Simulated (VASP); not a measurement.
# Sb (Pm-3m) in VASP: further runs, part 2 of 2

VASP 6.6.1.

### 4 Single point, PBE (volume scaled by 0.91)

INCAR

```
ALGO = Normal ; EDIFF = 1E-7
ENCUT = 520 ; GGA = PE
ISIF = 2 ; ISMEAR = 0
LASPH = T ; LCHARG = F
LREAL = F ; LWAVE = F
NBANDS = 8 ; NELM = 60
PREC = Accurate ; SIGMA = 0.1
```

KPOINTS

```
k-points
0
Gamma
  14 14 14
```

POSCAR

```
Sb
1.0
    3.0141990386      0.0000000000      0.0000000000
    0.0000000000      3.0141990386      0.0000000000
    0.0000000000      0.0000000000      3.0141990386
Sb
1
Direct
    0.0000000000      0.0000000000      0.0000000000
```

Run with:

```sh
> cat potpaw_PBE.64/Sb/POTCAR > POTCAR
> mpirun -np 1 vasp_std > vasp.out
```

Run time: 8.9 s. Hardware: 1 thread of Intel Xeon Platinum 8375C at 2.90GHz (Ice Lake), shared host; peak memory 0.15 GiB.

Results (log left out):

- Free energy: -4.0480 eV
- Pressure: 6.3 GPa

Levels at points of the mesh, in eV from the Fermi level:
```tsv
k point	band 1	band 2	band 3	band 4	band 5	band 6	band 7	band 8
(0.00, 0.00, 0.00)	-13.05	3.52	3.52	3.52	7.04	7.04	8.83	18.15
(0.50, 0.00, 0.00)	-10.30	-6.16	5.82	5.82	9.28	10.85	11.54	11.73
(0.50, 0.50, 0.00)	-7.34	-3.90	-3.90	1.88	8.24	13.53	13.53	13.58
(0.50, 0.50, 0.50)	-3.96	-1.76	-1.76	-1.76	4.74	4.74	4.74	6.75
```

Caveat: spin-orbit coupling is left out, which moves the levels of the heavy elements.

### 5 Single point, PBE (volume scaled by 0.94)

INCAR

```
PREC = Accurate
ENCUT = 520
EDIFF = 1E-7
ISMEAR = 0
SIGMA = 0.1
LREAL = F
LASPH = T
NELM = 80
ALGO = Normal
ISIF = 2
LWAVE = F
LCHARG = F
GGA = PE
NBANDS = 8
```

KPOINTS

```
Automatic mesh
0
Gamma
  14 14 14
```

POSCAR

```
Sb
1.0
    3.0469646387      0.0000000000      0.0000000000
    0.0000000000      3.0469646387      0.0000000000
    0.0000000000      0.0000000000      3.0469646387
Sb
1
Direct
    0.0000000000      0.0000000000      0.0000000000
```

Potentials or basis: VASP PAW PBE potentials, release 64 (Sb).

Run with:

```sh
> cat potpaw_PBE.64/Sb/POTCAR > POTCAR
> mpirun -np 1 vasp_std > vasp.out
```

OUTCAR:

```text
PREC = Accurate
   ENCUT = 520
   EDIFF = 1E-7
   ISMEAR = 0
   LREAL = F
   LASPH = T
   NELM = 80
   ISIF = 2
   GGA = PE

 ion  position               nearest neighbor table
   1  0.000  0.000  0.000-

  LATTYP: Found a simple cubic cell.
 ALAT       =     3.0469646387

  Lattice vectors:

 A1 = (   3.0469646387,   0.0000000000,   0.0000000000)
 A2 = (   0.0000000000,   3.0469646387,   0.0000000000)
 A3 = (   0.0000000000,   0.0000000000,   3.0469646387)

Analysis of symmetry for initial positions (statically):
[... 434 lines left out ...]
      1      -2.4900      2.00000
      2       4.0521      2.00000
      3       8.2807      0.00000
      4      13.5343      0.00000
      5      14.9258      0.00000
      6      17.5077      0.00000
      7      20.9250      0.00000
      8      21.0757      0.00000

 [... further k-points ...]
[... 5 lines left out ...]
  --------------------------------------------------------------------------------------
  -------------------------------------------------------------------------------------
  Total        0.6742080      0.6742080      0.6742080     -0.0000000     -0.0000000     -0.0000000
  in kB       38.1858295     38.1858295     38.1858295     -0.0000000     -0.0000000     -0.0000000
  external PRESSURE =      38.1858295 kB  Pullay stress =       0.0000000 kB

 VOLUME and BASIS-vectors are now :
 -----------------------------------------------------------------------------
  energy-cutoff  :      520.00
  volume of cell :       28.29
      direct lattice vectors                 reciprocal lattice vectors
     3.046964639  0.000000000  0.000000000     0.328195473  0.000000000  0.000000000
     0.000000000  3.046964639  0.000000000     0.000000000  0.328195473  0.000000000
     0.000000000  0.000000000  3.046964639     0.000000000  0.000000000  0.328195473

 POSITION                                       TOTAL-FORCE (eV/Angst)
 -----------------------------------------------------------------------------------
      0.00000      0.00000      0.00000         0.000000      0.000000      0.000000
 -----------------------------------------------------------------------------------
    total drift:                               -0.000000      0.000000      0.000000

  FREE ENERGIE OF THE ION-ELECTRON SYSTEM (eV)
  ---------------------------------------------------
  free  energy   TOTEN  =        -4.0761862532 eV

  energy  without entropy=       -4.0725599043  energy(sigma->0) =       -4.07437308
```

OSZICAR:

```text
N       E                     dE             d eps       ncg     rms          rms(c)
DAV:   1     0.517602050630E+01    0.51760E+01   -0.16373E+03  1936   0.404E+02
DAV:   2    -0.397015995864E+01   -0.91462E+01   -0.87839E+01  2784   0.520E+01
DAV:   3    -0.407200740562E+01   -0.10185E+00   -0.10043E+00  2368   0.639E+00
DAV:   4    -0.407243996423E+01   -0.43256E-03   -0.43242E-03  2888   0.477E-01
DAV:   5    -0.407244163849E+01   -0.16743E-05   -0.16737E-05  2432   0.187E-02    0.213E+00
DAV:   6    -0.407457788386E+01   -0.21362E-02   -0.55048E-04  2664   0.182E-01    0.128E+00
DAV:   7    -0.407612847910E+01   -0.15506E-02   -0.14443E-03  2056   0.285E-01    0.742E-02
DAV:   8    -0.407618229274E+01   -0.53814E-04   -0.57562E-05  2560   0.516E-02    0.624E-03
DAV:   9    -0.407618536717E+01   -0.30744E-05   -0.32657E-06  2400   0.113E-02    0.209E-03
DAV:  10    -0.407618636022E+01   -0.99306E-06   -0.57636E-07  2416   0.444E-03    0.400E-04
DAV:  11    -0.407618625297E+01    0.10726E-06   -0.70025E-09  1816   0.565E-04    0.160E-04
DAV:  12    -0.407618625323E+01   -0.26043E-09   -0.15710E-09  1240   0.254E-04
   1 F= -.40761863E+01 E0= -.40743731E+01  d E =-.362635E-02
```

Run time: 9.1 s. Hardware: 1 thread of Intel Xeon Platinum 8375C at 2.90GHz (Ice Lake), shared host; peak memory 0.15 GiB.

What came out:

```
Free energy : -4.0762 eV
Pressure    : 3.8 GPa
```

Caveat: spin-orbit coupling is left out, which moves the levels of the heavy elements.

### 6 Single point, PBE (volume scaled by 0.97)

INCAR

```
PREC     = Accurate       # precision mode
ENCUT    = 520            # plane-wave cutoff, eV
EDIFF    = 1E-6           # SCF threshold, eV
ISMEAR   = 0              # smearing method
SIGMA    = 0.1            # smearing width, eV
LREAL    = False          # projectors in reciprocal space
LASPH    = True           # aspherical terms in the spheres
NELM     = 80             # most SCF steps
ALGO     = Normal         # electronic algorithm
ISIF     = 2              # what is computed and relaxed
LWAVE    = False          # write WAVECAR
LCHARG   = True           # write CHGCAR
GGA      = PE             # functional
LELF     = True           # ELF
LVHAR    = True         
NBANDS   = 8              # bands
```

KPOINTS

```
regular mesh
0
Gamma
  14 14 14
```

POSCAR

```
Sb
1.0
    3.0790403078      0.0000000000      0.0000000000
    0.0000000000      3.0790403078      0.0000000000
    0.0000000000      0.0000000000      3.0790403078
Sb
1
Direct
    0.0000000000      0.0000000000      0.0000000000
```

Potentials or basis: VASP PAW PBE potentials, release 64 (Sb).

Run with:

```sh
> cat potpaw_PBE.64/Sb/POTCAR > POTCAR
> mpirun -np 1 vasp_std > vasp.out
```

Wall time 8 s (1 thread of Intel Xeon Platinum 8375C at 2.90GHz (Ice Lake), shared host); peak memory 0.15 GiB.

It converged, with:

- Free energy: -4.0917 eV
- Pressure: 1.7 GPa

Levels at points of the mesh, in eV from the Fermi level:
```
           k point  band 1  band 2  band 3  band 4  band 5  band 6  band 7
(0.00, 0.00, 0.00)  -12.50    3.38    3.38    3.38    7.00    7.00    8.45
(0.50, 0.00, 0.00)  -10.00   -5.67    5.46    5.46    9.12   10.71   11.56
(0.50, 0.50, 0.00)   -7.33   -3.58   -3.58    2.16    7.59   13.07   13.37
(0.50, 0.50, 0.50)   -4.34   -1.61   -1.61   -1.61    4.86    4.86    4.86
```

Caveat: spin-orbit coupling is left out, which moves the levels of the heavy elements.

### 7 Summary

| task | spin | cell | cutoff (eV) | smearing | gap on the mesh (eV) | pressure (GPa) |
| --- | --- | --- | --- | --- | --- | --- |
| relaxation of cell and atoms | non-collinear, zero start, SOC | relaxed from a = 3.160 Å, 1 atom | 600 | tetrahedron | - | 0.0 |
| single point | off | a = 2.981 Å, 1 atom | 520 | gaussian 0.1 eV | none | 9.2 |
| single point | off | a = 3.014 Å, 1 atom | 520 | gaussian 0.1 eV | none | 6.3 |
| single point | off | a = 3.047 Å, 1 atom | 520 | gaussian 0.1 eV | none | 3.8 |
| single point | off | a = 3.079 Å, 1 atom | 520 | gaussian 0.1 eV | none | 1.7 |

Alike in all rows: level PBE; potentials or basis VASP PAW PBE potentials, release 64 (Sb); k mesh 14 × 14 × 14.

Caveats: spin-orbit coupling is left out, which moves the levels of the heavy elements (some runs).

Total energies depend on the potentials used, so only differences within one code and one set of settings carry meaning.
